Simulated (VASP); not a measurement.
A run of VASP 6.6.1:

File INCAR:

```
PREC = Accurate ; ENCUT = 520
EDIFF = 1E-7 ; ISMEAR = 0
SIGMA = 0.05 ; LREAL = False
LASPH = True ; NELM = 80
ALGO = Fast ; ISIF = 2
LWAVE = False ; LCHARG = False
GGA = PS ; NBANDS = 22
```

Contents of KPOINTS:

```
regular mesh
0
Gamma
  13 13 7
```

File POSCAR:

```
Rh
1.0
    2.7309790422      0.0000000000      0.0000000000
   -1.3654895211      2.3650972278      0.0000000000
    0.0000000000      0.0000000000      4.4284890000
Rh
2
Direct
    0.3333333333      0.6666666667      0.2500000000
    0.6666666667      0.3333333333      0.7500000000
```

Potentials or basis: VASP PAW PBE potentials, release 64 (Rh_pv).

Launch:

```console
$ cat potpaw_PBE.64/Rh_pv/POTCAR > POTCAR
$ mpirun -np 1 vasp_std > vasp.out
```

Hardware: 1 thread of Intel Xeon 8259CL, on a shared host.

Task: How long does it take, and how much memory?

Result: Wall time 70 s on 1 thread of Intel Xeon 8259CL, on a shared host, peak memory 0.17 GiB. Counts: scf iterations 14, k points 84.
